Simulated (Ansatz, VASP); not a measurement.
GaN: VASP beside Ansatz

```
Ga N
1.0
     3.21837    0.00000    0.00000
    -1.60919    2.78719    0.00000
     0.00000    0.00000    5.24317
Ga N
2 2
Direct
  0.66667 0.33333 0.49913
  0.33333 0.66667 0.99913
  0.66667 0.33333 0.87587
  0.33333 0.66667 0.37587
```

Alike in both runs: task single point; functional PBE; k mesh 12 × 12 × 6; occupations gaussian, width 0.02 eV; no spin polarisation.

```csv
,VASP,Ansatz
version,VASP 6.6.1,Ansatz 0.2.0
potentials or method,"VASP PAW PBE potentials, release 64 (Ga_d, N), cutoff 520 eV","scalar-relativistic, plane waves, PAW"
valence electrons in the cell,36,36
```

```tsv
	VASP	Ansatz	Ansatz less VASP
gap on the k mesh at the Fermi level (eV)	1.72	1.71	-0.005
least direct gap on the mesh (eV)	1.72	1.71	-0.005
pressure (GPa)	0.1	0.0	-0.13
```
